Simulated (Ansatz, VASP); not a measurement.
# GdYF: VASP beside Ansatz

```
CELL_PARAMETERS angstrom
4.47500 0.00000 0.00000
0.00000 4.47500 0.00000
0.00000 0.00000 7.82576
ATOMIC_POSITIONS crystal
Y 0.00000 0.00000 0.75000
Y 0.00000 0.00000 0.25000
Gd 0.50000 0.50000 0.00000
Gd 0.50000 0.50000 0.50000
F 0.50000 0.00000 0.50000
F 0.00000 0.50000 0.00000
```

Change from the starting cell: species swapped into the CaNiN type (P4_2/mmc, No. 131).

Alike in both runs: functional PBE; k mesh 4 × 4 × 2; occupations gaussian, width 0.1 eV; collinear spin.

Ansatz relaxed the structure, and its values are those at the end. VASP's run is a single point on that final structure, the one shown.

|  | VASP | Ansatz |
| --- | --- | --- |
| version | VASP 6.6.1 | Ansatz 0.2.0 |
| potentials or method | VASP PAW PBE potentials, release 64 (Y_sv, Gd, F), cutoff 520 eV | scalar-relativistic, plane waves, PAW |
| valence electrons in the cell | 72 | 72 |

|  | VASP | Ansatz | Ansatz less VASP |
| --- | --- | --- | --- |
| gap on the k mesh at the Fermi level (eV) | none | none | - |
| pressure (GPa) | -0.2 | 0.0 | +0.28 |
| net moment per atom (μB) | 2.56 | 2.56 | -0.001 |
| size of the moment on the site where the two differ most (μB) | 6.89 | 6.80 | -0.091 |

Site moments also hang on the region over which each program counts them. A gap of «none» marks a metal or a gap that the smearing closes. With one functional, cell and mesh, what is left measures potentials, basis and numerics.

The k mesh is coarse, so the values compare programs but aren't converged. Neither program's run includes spin-orbit coupling.
